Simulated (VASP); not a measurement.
Write the native input for VASP 6.6.1 that does the following.

```
Task                   : single point
Functional             : LDA
Potentials or basis    : VASP PAW LDA potentials, release 64 (Pt)
Cutoff                 : 520 eV
k mesh                 : 22 × 22 × 22
Occupations            : gaussian, width 0.15 eV
Spin                   : no spin polarisation
Dipole correction      : no
Further INCAR settings : ALGO = Normal; EDIFF = 1e-07; NBANDS = 11
```

The structure of Pt lies in POSCAR:

```
Pt
1.0
    0.0000000000      2.0286665630      1.7929355084
    2.0286665630      0.0000000000      1.7929355084
    2.0286665630      2.0286665630      0.0000000000
Pt
1
Direct
    0.0000000000      0.0000000000      0.0000000000
```

The input as run:

INCAR

```
PREC = Accurate
ENCUT = 520
EDIFF = 1E-7
ISMEAR = 0
SIGMA = 0.15
LREAL = F
LASPH = T
NELM = 60
ALGO = Normal
ISIF = 2
LWAVE = F
LCHARG = F
GGA = CA
NBANDS = 11
```

KPOINTS

```
Automatic mesh
0
Gamma
  22 22 22
```

Potentials or basis: VASP PAW LDA potentials, release 64 (Pt).

Launch:

```sh
$ cat potpaw_LDA.64/Pt/POTCAR > POTCAR
$ mpirun -np 1 vasp_std > vasp.out
```

It gave:

```
Pressure               : 2.0 GPa
Band gap on the k mesh : zero (bands 5 and 6 overlap by 2.85 eV)
```

Caveat: spin-orbit coupling is left out, which moves the levels of the heavy elements.

Run time: 81 s on 1 thread of Intel Xeon 8259CL, on a shared host, peak memory 0.25 GiB.
